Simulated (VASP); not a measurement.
Set up this calculation in VASP 6.6.1, as the native input.

```
Task                   : single point
Functional             : PBEsol
Potentials or basis    : VASP PAW PBE potentials, release 64 (Ni)
Cutoff                 : 520 eV
k mesh                 : 7 × 14 × 14
Occupations            : fermi-dirac, width 0.1 eV
Spin                   : no spin polarisation
Dipole correction      : no
Further INCAR settings : ALGO = Normal; EDIFF = 1e-06; NBANDS = 17
```

The structure of Ni lies in POSCAR:

```
Ni
1.0
    0.0000000000      3.5359000000      3.5359000000
    1.7679500000      0.0000000000      1.7679500000
    1.7679500000      1.7679500000      0.0000000000
Ni
2
Direct
    0.0000000000      0.0000000000      0.0000000000
    0.5000000000      0.0000000000      0.0000000000
```

These files were run (other wordings do the same):

INCAR

```
SYSTEM = Ni
  PREC = Accurate
  ENCUT = 520
  EDIFF = 1E-6
  ISMEAR = -1
  SIGMA = 0.1
  LREAL = .FALSE.
  LASPH = .TRUE.
  NELM = 100
  ALGO = Normal
  ISIF = 2
  LWAVE = .FALSE.
  LCHARG = .FALSE.
  GGA = PS
  NBANDS = 17
```

KPOINTS

```
regular mesh
0
G
  7 14 14
  0 0 0
```

Potentials or basis: VASP PAW PBE potentials, release 64 (Ni).

The run is started by

```console
$ cat potpaw_PBE.64/Ni/POTCAR > POTCAR
$ mpirun -np 1 vasp_std > vasp.out
```

Results of the run:

```
Pressure               : -12.7 GPa
Band gap on the k mesh : zero (band 10 reaches 8.94 eV, above the bottom of band 11 at 8.17 eV)
```

Caveat: the PAW data sets were made with another functional, which shifts forces and pressure a little; the run has no spin polarisation, though such a crystal can be magnetic.

It took 52 s on 1 thread of Intel(R) Xeon(R) Platinum 8259CL CPU @ 2.50GHz (Skylake/Cascade Lake) (shared host), peak memory 0.17 GiB.
